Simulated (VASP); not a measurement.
# Cd (Im-3m) in VASP: a series of runs

Runs on Cd. Level: PBE. Tasks: single point.

All numbers are computed with VASP 6.6.1; they aren't measurements. Logs are shortened: lines on timing, memory, paths and dates and some standing lists are left out, and cuts for length are marked.

## 1. The cell of the first run

The structure is cubic, space group Im-3m (No. 229). The conventional cell has a = 3.040 Å, b = 3.040 Å, c = 3.040 Å, α = 90.00°, β = 90.00°, γ = 90.00°. Within 3.5 Å of Cd (site symmetry m-3m) lie 14 Cd at 2.63 to 3.04 Å.

This isn't the form of Cd at room conditions, which is hcp.

## 2. Single point, PBE (14.04 Å³/atom)

INCAR

```
SYSTEM = Cd
PREC = Accurate
ENCUT = 520
EDIFF = 1E-7
ISMEAR = -1
SIGMA = 0.05
LREAL = .FALSE.
LASPH = .TRUE.
NELM = 100
ALGO = Normal
ISIF = 2
LWAVE = .FALSE.
LCHARG = .FALSE.
GGA = PE
NBANDS = 12
```

KPOINTS

```
Automatic mesh
0
G
  17 17 17
  0 0 0
```

POSCAR

```
Cd
1.0
   -1.5198255026      1.5198255026      1.5198255026
    1.5198255026     -1.5198255026      1.5198255026
    1.5198255026      1.5198255026     -1.5198255026
Cd
1
Direct
    0.0000000000      0.0000000000      0.0000000000
```

Potentials or basis: VASP PAW PBE potentials, release 64 (Cd).

On the command line:

```bash
> cat potpaw_PBE.64/Cd/POTCAR > POTCAR
> mpirun -np 1 vasp_std > vasp.out
```

OUTCAR:

```text
SYSTEM = Cd
   PREC = Accurate
   ENCUT = 520
   EDIFF = 1E-7
   ISMEAR = -1
   LREAL = .FALSE.
   LASPH = .TRUE.
   NELM = 100
   ISIF = 2
   GGA = PE

 ion  position               nearest neighbor table
   1  0.000  0.000  0.000-

  LATTYP: Found a body centered cubic cell.
 ALAT       =     3.0396510052

  Lattice vectors:

 A1 = (  -1.5198255026,   1.5198255026,   1.5198255026)
 A2 = (   1.5198255026,  -1.5198255026,   1.5198255026)
 A3 = (   1.5198255026,   1.5198255026,  -1.5198255026)

Analysis of symmetry for initial positions (statically):
=====================================================================
 Subroutine PRICEL returns:
 Original cell was already a primitive cell.

 Routine SETGRP: Setting up the symmetry group for a
 body centered cubic supercell.

 Subroutine GETGRP returns: Found 48 space group operations
 (whereof 48 operations were pure point group operations)
 out of a pool of 48 trial point group operations.

The static configuration has the point symmetry O_h .

Analysis of symmetry for dynamics (positions and initial velocities):
=====================================================================
 Subroutine PRICEL returns:
 Original cell was already a primitive cell.

 Routine SETGRP: Setting up the symmetry group for a
 body centered cubic supercell.

 Subroutine GETGRP returns: Found 48 space group operations
 (whereof 48 operations were pure point group operations)
 out of a pool of 48 trial point group operations.

The dynamic configuration has the point symmetry O_h .

 Subroutine INISYM returns: Found 48 space group operations
 (whereof 48 operations are pure point group operations),
 and found     1 'primitive' translations

----------------------------------------------------------------------------------------

                                     Primitive cell

  volume of cell :      14.0424

  direct lattice vectors                    reciprocal lattice vectors
    -1.519825503  1.519825503  1.519825503     0.000000000  0.328985136  0.328985136
     1.519825503 -1.519825503  1.519825503     0.328985136  0.000000000  0.328985136
     1.519825503  1.519825503 -1.519825503     0.328985136  0.328985136  0.000000000

  length of vectors
     2.632414989  2.632414989  2.632414989     0.465255241  0.465255241  0.465255241

[... 77 lines left out ...]
   NELM   =    100;   NELMIN=  2; NELMDL= -5     # of ELM steps
   EDIFF  = 0.1E-06   stopping-criterion for ELM
   LREAL  =      F    real-space projection
   EDIFFG = 0.1E-05   stopping-criterion for IOM
   NSW    =      0    number of steps for IOM
   IBRION =     -1    ionic relax: 0-MD 1-quasi-New 2-CG
   NFREE  =      0    steps in history (QN), initial steepest desc. (CG)
   ISIF   =      2    stress and relaxation
   ISYM   =      2    0-nonsym 1-usesym 2-fastsym
   POTIM  = 0.5000    time-step for ionic-motion
   TEBEG  =    0.0;   TEEND  =   0.0 temperature during run
   PSTRESS=    0.0 pullay stress
   NELECT =      12.0000    total number of electrons
   NUPDOWN=      -1.0000    fix difference up-down
   EMIN   =  10.00;   EMAX   =-10.00  energy-range for DOS
   EFERMI =   0.00;   METHOD = LEGACY
   ISMEAR =    -1;   SIGMA  =   0.05  broadening in eV -4-tet -1-fermi 0-gaus
   EFERMI_NEDOS =   21; number of points for ismear=-14 and -15
   IALGO  =     38    algorithm
   IMIX   =      4    mixing-type and parameters
     AMIX     =   0.40;   BMIX     =  1.00
     AMIX_MAG =   1.60;   BMIX_MAG =  1.00
  volume/ion in A,a.u.               =      14.04        94.76
  Fermi-wavevector in a.u.,A,eV,Ry     =   1.553537  2.935759 32.837339  2.413476
  Thomas-Fermi vector in A             =   2.657753
   LORBIT       =      0    0 simple, 1 ext, 2 COOP (PROOUT), +10 PAW based schemes
   GGA     = PE    functional components
   LHFCALC =     F    Hartree Fock is set to
   AEXX    =    0.0000 exact exchange contribution
   IVDW    =     0    specifies the selected vdW correction
   LEPSILON=     F    determine dielectric tensor
   LRPA    =     F    only Hartree local field effects (RPA)
 non-spin polarized calculation
  energy-cutoff  :      520.00
  volume of cell :       14.04
 maximum number of plane-waves:       388
   NGX =  9   NGY =  9   NGZ =  9

 number of electron      11.9999996 magnetization

 Free energy of the ion-electron system (eV)
  ---------------------------------------------------
  ext. energy  EPLUGINS =         0.00000000
  ---------------------------------------------------
  free energy    TOTEN  =         0.75412073 eV

  energy without entropy =        0.75707599  energy(sigma->0) =        0.75559836

 E-fermi :   7.9710     XC(G=0): -13.5347

 val. band max:        7.9655599449   @ k =   0.4118   0.1176  -0.0000
 cond. band min:       7.9928928185   @ k =  -0.4118  -0.4118   0.0588
 fundamental gap:      0.0273328736
 Fermi energy:         7.9710329939

 k-point     1 :       0.0000    0.0000    0.0000
  band No.  band energies     occupation
      1      -5.8257      2.00000
      2      -4.1476      2.00000
      3      -4.1476      2.00000
      4      -4.1476      2.00000
      5      -2.6449      2.00000
      6      -2.6449      2.00000
      7      24.4785      0.00000
      8      24.4785      0.00000
      9      24.4785      0.00000
     10      30.4479      0.00000
     11      30.4479      0.00000
     12      31.2499      0.00000
[... 331 lines left out ...]
 k-point    24 :       0.1765    0.1765    0.0000
  band No.  band energies     occupation
      1      -4.8129      2.00000
      2      -4.3897      2.00000
      3      -3.6779      2.00000
      4      -2.9645      2.00000
      5      -2.5203      2.00000
      6      -0.8990      2.00000
      7      16.5830      0.00000
      8      16.5981      0.00000
      9      21.6422      0.00000
     10      25.7465      0.00000
     11      29.1141      0.00000
     12      31.6600      0.00000

 [... further k-points ...]
[... 5 lines left out ...]
  --------------------------------------------------------------------------------------
  -------------------------------------------------------------------------------------
  Total        7.6103814      7.6103814      7.6103814     -0.0000000      0.0000000      0.0000000
  in kB      868.3120578    868.3120578    868.3120578     -0.0000000      0.0000000      0.0000000
  external PRESSURE =     868.3120578 kB  Pullay stress =       0.0000000 kB

 VOLUME and BASIS-vectors are now :
 -----------------------------------------------------------------------------
  energy-cutoff  :      520.00
  volume of cell :       14.04
      direct lattice vectors                 reciprocal lattice vectors
    -1.519825503  1.519825503  1.519825503     0.000000000  0.328985136  0.328985136
     1.519825503 -1.519825503  1.519825503     0.328985136  0.000000000  0.328985136
     1.519825503  1.519825503 -1.519825503     0.328985136  0.328985136  0.000000000

 POSITION                                       TOTAL-FORCE (eV/Angst)
 -----------------------------------------------------------------------------------
      0.00000      0.00000      0.00000         0.000000      0.000000      0.000000
 -----------------------------------------------------------------------------------
    total drift:                                0.000000      0.000000      0.000000

  FREE ENERGIE OF THE ION-ELECTRON SYSTEM (eV)
  ---------------------------------------------------
  free  energy   TOTEN  =         0.7541207258 eV

  energy  without entropy=        0.7570759881  energy(sigma->0) =        0.75559836
```

Wall time 27 s (1 thread of Intel Xeon 8259CL, shared host); peak memory 0.14 GiB.

Results:

```yaml
Free_energy: 0.7541 eV
Pressure: 86.8 GPa
Band_gap_on_the_k_mesh: zero (bands 6 and 7 overlap by 3.18 eV)
```

Caveat: the cell stands under pressure.

## 3. Single point, PBE (14.04 Å³/atom)

INCAR

```
PREC = Accurate
ENCUT = 520
EDIFF = 1E-7
ISMEAR = -1
SIGMA = 0.05
LREAL = F
LASPH = T
NELM = 100
ALGO = Normal
ISIF = 2
LWAVE = F
LCHARG = T
GGA = PE
LELF = T
LVHAR = T
NBANDS = 12
```

KPOINTS

```
regular mesh
0
Gamma
  17 17 17
```

POSCAR is that of step 2.

Potentials or basis: VASP PAW PBE potentials, release 64 (Cd).

On the command line:

```bash
> cat potpaw_PBE.64/Cd/POTCAR > POTCAR
> mpirun -np 1 vasp_std > vasp.out
```

OUTCAR:

```text
PREC = Accurate
   ENCUT = 520
   EDIFF = 1E-7
   ISMEAR = -1
   LREAL = F
   LASPH = T
   NELM = 100
   ISIF = 2
   GGA = PE

 ion  position               nearest neighbor table
   1  0.000  0.000  0.000-

  LATTYP: Found a body centered cubic cell.
 ALAT       =     3.0396510052

  Lattice vectors:

 A1 = (  -1.5198255026,   1.5198255026,   1.5198255026)
 A2 = (   1.5198255026,  -1.5198255026,   1.5198255026)
 A3 = (   1.5198255026,   1.5198255026,  -1.5198255026)

Analysis of symmetry for initial positions (statically):
=====================================================================
 Subroutine PRICEL returns:
 Original cell was already a primitive cell.

 Routine SETGRP: Setting up the symmetry group for a
 body centered cubic supercell.

 Subroutine GETGRP returns: Found 48 space group operations
 (whereof 48 operations were pure point group operations)
 out of a pool of 48 trial point group operations.

The static configuration has the point symmetry O_h .

Analysis of symmetry for dynamics (positions and initial velocities):
=====================================================================
 Subroutine PRICEL returns:
 Original cell was already a primitive cell.

 Routine SETGRP: Setting up the symmetry group for a
 body centered cubic supercell.

 Subroutine GETGRP returns: Found 48 space group operations
 (whereof 48 operations were pure point group operations)
 out of a pool of 48 trial point group operations.

The dynamic configuration has the point symmetry O_h .

 Subroutine INISYM returns: Found 48 space group operations
 (whereof 48 operations are pure point group operations),
 and found     1 'primitive' translations

----------------------------------------------------------------------------------------

                                     Primitive cell

  volume of cell :      14.0424

  direct lattice vectors                    reciprocal lattice vectors
[... 107 lines left out ...]
  Fermi-wavevector in a.u.,A,eV,Ry     =   1.553537  2.935759 32.837339  2.413476
  Thomas-Fermi vector in A             =   2.657753
   LORBIT       =      0    0 simple, 1 ext, 2 COOP (PROOUT), +10 PAW based schemes
   GGA     = PE    functional components
   LHFCALC =     F    Hartree Fock is set to
   AEXX    =    0.0000 exact exchange contribution
   IVDW    =     0    specifies the selected vdW correction
   LEPSILON=     F    determine dielectric tensor
   LRPA    =     F    only Hartree local field effects (RPA)
 non-spin polarized calculation
  energy-cutoff  :      520.00
  volume of cell :       14.04
 maximum number of plane-waves:       388
   NGX =  9   NGY =  9   NGZ =  9

 number of electron      11.9999996 magnetization

 Free energy of the ion-electron system (eV)
  ---------------------------------------------------
  ext. energy  EPLUGINS =         0.00000000
  ---------------------------------------------------
  free energy    TOTEN  =         0.75412073 eV

  energy without entropy =        0.75707599  energy(sigma->0) =        0.75559836

 E-fermi :   7.9710     XC(G=0): -13.5347

 val. band max:        7.9655599449   @ k =   0.4118   0.1176  -0.0000
 cond. band min:       7.9928928185   @ k =  -0.4118  -0.4118   0.0588
 fundamental gap:      0.0273328736
 Fermi energy:         7.9710329939

 k-point     1 :       0.0000    0.0000    0.0000
  band No.  band energies     occupation
      1      -5.8257      2.00000
      2      -4.1476      2.00000
      3      -4.1476      2.00000
      4      -4.1476      2.00000
      5      -2.6449      2.00000
      6      -2.6449      2.00000
      7      24.4785      0.00000
      8      24.4785      0.00000
      9      24.4785      0.00000
     10      30.4479      0.00000
     11      30.4479      0.00000
     12      31.2499      0.00000
[... 331 lines left out ...]
 k-point    24 :       0.1765    0.1765    0.0000
  band No.  band energies     occupation
      1      -4.8129      2.00000
      2      -4.3897      2.00000
      3      -3.6779      2.00000
      4      -2.9645      2.00000
      5      -2.5203      2.00000
      6      -0.8990      2.00000
      7      16.5830      0.00000
      8      16.5981      0.00000
      9      21.6422      0.00000
     10      25.7465      0.00000
     11      29.1141      0.00000
     12      31.6600      0.00000

 [... further k-points ...]
[... 5 lines left out ...]
  --------------------------------------------------------------------------------------
  -------------------------------------------------------------------------------------
  Total        7.6103814      7.6103814      7.6103814     -0.0000000      0.0000000      0.0000000
  in kB      868.3120578    868.3120578    868.3120578     -0.0000000      0.0000000      0.0000000
  external PRESSURE =     868.3120578 kB  Pullay stress =       0.0000000 kB

 VOLUME and BASIS-vectors are now :
 -----------------------------------------------------------------------------
  energy-cutoff  :      520.00
  volume of cell :       14.04
      direct lattice vectors                 reciprocal lattice vectors
    -1.519825503  1.519825503  1.519825503     0.000000000  0.328985136  0.328985136
     1.519825503 -1.519825503  1.519825503     0.328985136  0.000000000  0.328985136
     1.519825503  1.519825503 -1.519825503     0.328985136  0.328985136  0.000000000

 POSITION                                       TOTAL-FORCE (eV/Angst)
 -----------------------------------------------------------------------------------
      0.00000      0.00000      0.00000         0.000000      0.000000      0.000000
 -----------------------------------------------------------------------------------
    total drift:                                0.000000      0.000000      0.000000

  FREE ENERGIE OF THE ION-ELECTRON SYSTEM (eV)
  ---------------------------------------------------
  free  energy   TOTEN  =         0.7541207258 eV

  energy  without entropy=        0.7570759881  energy(sigma->0) =        0.75559836
```

OSZICAR:

```text
N       E                     dE             d eps       ncg     rms          rms(c)
DAV:   1     0.715306762894E+02    0.71531E+02   -0.75410E+03  4340   0.109E+03
DAV:   2     0.171214299492E+01   -0.69819E+02   -0.67059E+02  4376   0.254E+02
DAV:   3     0.633710869425E+00   -0.10784E+01   -0.10779E+01  4620   0.345E+01
DAV:   4     0.632461219432E+00   -0.12496E-02   -0.12496E-02  4408   0.116E+00
DAV:   5     0.632459115328E+00   -0.21041E-05   -0.21043E-05  4572   0.466E-02    0.115E+01
DAV:   6     0.733800431469E+00    0.10134E+00   -0.18703E-01  4492   0.627E+00    0.739E+00
DAV:   7     0.752591416867E+00    0.18791E-01   -0.35364E-02  4648   0.250E+00    0.189E+00
DAV:   8     0.754139687166E+00    0.15483E-02   -0.42029E-03  4268   0.101E+00    0.943E-02
DAV:   9     0.754129726012E+00   -0.99612E-05   -0.10494E-05  4540   0.359E-02    0.257E-02
DAV:  10     0.754120907382E+00   -0.88186E-05   -0.45942E-06  4340   0.243E-02    0.617E-03
DAV:  11     0.754120609190E+00   -0.29819E-06   -0.51021E-08  3296   0.279E-03    0.506E-04
DAV:  12     0.754120733252E+00    0.12406E-06   -0.72183E-09  2140   0.104E-03    0.558E-04
DAV:  13     0.754120725759E+00   -0.74933E-08   -0.67384E-10  2048   0.356E-04
   1 F= 0.75412073E+00 E0= 0.75559836E+00  d E =-.295526E-02
```

stdout:

```text
POSCAR found type information on POSCAR Cd
 POSCAR found :  1 types and       1 ions
 scaLAPACK will be used
 LDA part: xc-table for (Slater+PW92), standard interpolation
 POSCAR, INCAR and KPOINTS ok, starting setup
 FFT: planning ... GRIDC
 FFT: planning ... GRID_SOFT
 FFT: planning ... GRID
 WAVECAR not read
 entering main loop
```

Run time: 35 s. Hardware: 1 thread of Intel Xeon 8259CL, shared host; peak memory 0.14 GiB.

Results:

* Free energy: 0.7541 eV
* Pressure: 86.8 GPa
* Band gap on the k mesh: zero (bands 6 and 7 overlap by 3.18 eV)

Caveat: the cell stands under pressure.

The gap in the log of VASP goes by the Fermi energy; the results here count the filled bands.